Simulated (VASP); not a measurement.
**Au: relaxation of cell and atoms with LDA**

Au:

```
Au
1.0
    -1.55905    1.55905    1.55905
     1.55905   -1.55905    1.55905
     1.55905    1.55905   -1.55905
Au
1
Cartesian
  0.0000 0.0000 0.0000
```

```yaml
Program: VASP 6.6.1
Task: relaxation of cell and atoms
Functional: LDA
Potentials_or_basis: VASP PAW LDA potentials, release 64 (Au)
Cutoff: 600 eV
k_mesh: 17 × 17 × 17
Occupations: fermi-dirac, width 0.1 eV
Spin: no spin polarisation
Target_pressure: 23 GPa
Dipole_correction: no
Further_INCAR_settings: ALGO = Normal; EDIFF = 1e-06; IBRION = 2; EDIFFG = -0.005; NSW = 32; ISIF = 3
```

```
Relaxed volume                                         : 15.20 Å³/atom
Relaxed cell                                           : a = 2.703 Å, b = 2.703 Å, c = 2.703 Å, α = 109.47°, β = 109.47°, γ = 109.47°
Space group after relaxing (to 0.05 Å)                 : Im-3m (No. 229)
Energy change on relaxing (the enthalpy is what falls) : -5.7 meV/atom
Ionic steps                                            : 3
Pressure after relaxing                                : 23.0 GPa
```

The path:
```tsv
step	energy change (eV)	largest force (eV/Å)	pressure (GPa)	volume (Å³)
1	0.0000	0.0000	23.82	15.16
2	-0.0235	0.0000	20.40	15.33
3	-0.0057	0.0000	22.98	15.20
```

Final structure:
```
CELL_PARAMETERS angstrom
-1.56039 1.56039 1.56039
1.56039 -1.56039 1.56039
1.56039 1.56039 -1.56039
ATOMIC_POSITIONS crystal
Au 0.00000 0.00000 0.00000
```

Levels at points of the mesh, in eV from the Fermi level:
| k point | band 4 | band 5 | band 6 | band 7 | band 8 | band 9 |
| --- | --- | --- | --- | --- | --- | --- |
| (0.00, 0.00, 0.00) | -5.54 | -3.18 | -3.18 | 16.46 | 16.46 | 16.46 |

It took 24 s on 1 thread of Intel(R) Xeon(R) Platinum 8488C (Sapphire Rapids) (shared host), peak memory 0.15 GiB.

Caveat: the cell is relaxed towards a set pressure, so the enthalpy falls and the energy may rise; spin-orbit coupling is left out, which moves the levels of the heavy elements.
